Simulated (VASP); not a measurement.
Crystal: Cu.

```xyz
1
Lattice="-1.4350 1.4350 1.4350 1.4350 -1.4350 1.4350 1.4350 1.4350 -1.4350" Properties=species:S:1:pos:R:3 pbc="T T T"
Cu    0.0000    0.0000    0.0000
```

This isn't the form of Cu at room conditions, which is fcc.

- Program: VASP 6.6.1
- Task: relaxation of cell and atoms
- Functional: r2SCAN
- Potentials or basis: VASP PAW PBE potentials, release 64 (Cu)
- Cutoff: 660 eV
- k mesh: 12 × 12 × 12
- Occupations: fermi-dirac, width 0.1 eV
- Spin: no spin polarisation

At the start: pressure -3.8 GPa; volume 11.82 Å³/atom.

Problem. Where does the relaxation end?

Solution. Over 3 steps the energy falls by 3.4 meV/atom and the volume is 11.53 Å³/atom (-2.5 %); space group Im-3m (No. 229, to 0.1 Å) before and after.

The path:
| step | energy change (eV) | largest force (eV/Å) | pressure (GPa) | volume (Å³) |
| --- | --- | --- | --- | --- |
| 1 | 0.0000 | 0.0000 | -3.76 | 11.82 |
| 2 | -0.0021 | 0.0000 | 2.61 | 11.35 |
| 3 | -0.0034 | 0.0000 | -0.10 | 11.53 |

Final structure:
```yaml
crystal:
  lattice:
    - [-1.42316, 1.42316, 1.42316]
    - [1.42316, -1.42316, 1.42316]
    - [1.42316, 1.42316, -1.42316]
  atoms:
    - { symbol: Cu, position: [0.00000, 0.00000, 0.00000] }
```

Caveat: the PAW data sets were made with another functional, which shifts forces and pressure a little.
